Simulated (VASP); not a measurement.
## CuO: single point with RPBE

CuO:

```xyz
4
Lattice="2.3446 -1.7134 0.0000 2.3446 1.7134 0.0000 -0.8605 0.0000 5.0594" Properties=species:S:1:pos:R:3 pbc="T T T"
Cu    1.1723    0.8457    0.0000
Cu    0.7420   -0.8457    2.5297
O     2.0724   -0.2841    1.2836
O     1.6421    0.2841    3.8133
```

```
Program             : VASP 6.6.1
Task                : single point
Functional          : RPBE
Potentials or basis : VASP PAW PBE potentials, release 64 (Cu_sv_GW, O_h)
Cutoff              : 1340 eV
k mesh              : 6 × 6 × 3
Occupations         : fermi-dirac, width 0.05 eV
Spin                : no spin polarisation
```

- Pressure: 11.0 GPa
- Largest force: 0.764 eV/Å
- Band gap on the k mesh: zero (bands 25 and 26 overlap by 0.46 eV)

Forces on the atoms (eV/Å):
```
Cu  -0.621  0.367  0.253
Cu  -0.621 -0.367  0.253
O    0.621  0.236 -0.253
O    0.621 -0.236 -0.253
```

Stress tensor (GPa, compression positive):
```
10.86  0.00 -2.19
 0.00 11.10  0.00
-2.19  0.00 11.15
```

Levels at points of the mesh, in eV from the Fermi level:
```tsv
k point	band 21	band 22	band 23	band 24	band 25	band 26	band 27	band 28	band 29	band 30
(0.00, 0.00, 0.00)	-2.35	-2.24	-2.16	-1.68	0.18	0.89	1.68	6.03	8.15	13.36
(0.50, 0.00, 0.00)	-2.08	-1.63	-1.53	-1.43	-0.05	0.27	4.90	6.30	6.93	11.11
(0.50, 0.50, 0.00)	-2.16	-2.14	-1.68	-1.25	-0.69	1.04	3.36	7.06	8.54	10.00
```

Wall time 2 min on 1 thread of AMD EPYC 9R45 96-Core Processor (Zen 5), with other jobs on the host, peak memory 0.35 GiB.

Caveat: the k points lie up to 0.41 Å⁻¹ apart; semilocal functionals underestimate gaps, and a narrow one can read as zero; the PAW data sets were made with another functional, which shifts forces and pressure a little; semilocal functionals often make such compounds metallic where correlation or magnetic order opens a gap, which also shifts bond lengths. With open d or f shells a metallic result of RPBE can be an artefact of self-interaction; +U or a hybrid may open a gap.
